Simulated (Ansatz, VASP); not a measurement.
## Al in VASP and in Ansatz

```
Al
1.0
     0.00000    3.01009    3.01009
     3.01009    0.00000    3.01009
     3.01009    3.01009    0.00000
Al
2
Cartesian
  3.0101 3.0101 3.0101
  4.5151 4.5151 4.5151
```

Alike in both runs: functional r2SCAN; k mesh 6 × 6 × 6; occupations gaussian, width 0.1 eV; no spin polarisation.

Ansatz relaxed the structure, and its values are those at the end. VASP's run is a single point on that final structure, the one shown.

|  | VASP | Ansatz |
| --- | --- | --- |
| version | VASP 6.6.1 | Ansatz 0.2.0 |
| potentials or method | VASP PAW PBE potentials, release 64 (Al), cutoff 520 eV | scalar-relativistic, plane waves, PAW |
| valence electrons in the cell | 6 | 6 |

```csv
,VASP,Ansatz,Ansatz less VASP
gap on the k mesh at the Fermi level (eV),none,none,-
pressure (GPa),0.0,0.1,+0.15
```

VASP's potentials were made for PBE, not for r2SCAN. A gap of «none» marks a metal or a gap that the smearing closes.
